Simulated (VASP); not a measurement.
A run of VASP 6.6.1 is set up as follows.

The input INCAR:

```
SYSTEM = CdH6
ALGO = Normal
EDIFF = 1E-6
ENCUT = 520
GGA = PE
ISIF = 2
ISMEAR = 0
LASPH = .TRUE.
LCHARG = .TRUE.
LELF = .TRUE.
LREAL = .FALSE.
LVHAR = .TRUE.
LWAVE = .FALSE.
NBANDS = 18
NELM = 100
PREC = Accurate
SIGMA = 0.1
```

File KPOINTS:

```
k-points
0
G
  10 10 6
  0 0 0
```

File POSCAR:

```
CdH6
1.0
    3.8550715731      0.0000000000      0.0000000000
    0.0000000000      3.8550715731      0.0000000000
    0.0000000000      0.0000000000      7.4094146320
Cd H
1 6
Direct
    0.5000000000      0.5000000000      0.5000000000
    0.9030206357      0.5000000000      0.0000000000
    0.0969793643      0.5000000000      0.0000000000
    0.5000000000      0.9030206357      0.0000000000
    0.5000000000      0.0969793643      0.0000000000
    0.0000000000      0.5000000000      0.5000000000
    0.5000000000      0.0000000000      0.5000000000
```

Potentials or basis: VASP PAW PBE potentials, release 64 (Cd, H).

Command:

```bash
$ cat potpaw_PBE.64/Cd/POTCAR potpaw_PBE.64/H/POTCAR > POTCAR
$ mpirun -np 1 vasp_std > vasp.out
```

(1) Predict the pressure.

(2) What does it give for the largest force?

(3) Estimate the band gap on the k mesh.

Results:

(1) 0.0 GPa.

(2) 0.012 eV/Å.

(3) zero (band 9 reaches -0.23 eV, above the bottom of band 10 at -2.30 eV).
